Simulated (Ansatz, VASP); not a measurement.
Two plane-wave programs on NbP

```xyz
4
Lattice="-1.6692 1.6692 5.7320 1.6692 -1.6692 5.7320 1.6692 1.6692 -5.7320" Properties=species:S:1:pos:R:3 pbc="T T T"
Nb    0.0000    0.0000    8.5960
Nb    1.6692    0.0000    5.7300
P     0.0000    0.0000    3.8153
P     1.6692    0.0000    0.9493
```

Alike in both runs: task single point; functional PBE; k mesh 10 × 10 × 10; occupations fermi-dirac, width 0.02 eV; non-collinear spin, spin-orbit coupling.

```csv
,VASP,Ansatz
version,VASP 6.6.1,Ansatz 0.2.0
potentials or method,"VASP PAW PBE potentials, release 64 (Nb_sv, P)","plane waves, PAW"
plane-wave cutoff (eV),520,420
valence electrons in the cell,36,36
```

Ansatz gave:

| Item | Value |
| --- | --- |
| pressure (GPa) | 0.5 |
| traceless stress, the component that is largest in VASP (GPa) | -0.46 |
| rms of the force components (eV/Å) | 0.011 |

Question: Estimate VASP's values.

Answer: Pressure (GPa): 0.2; traceless stress, the component that is largest in VASP (GPa): -0.44; rms of the force components (eV/Å): 0.010.

Atom by atom the forces differ by 0.001 eV/Å (rms over components).
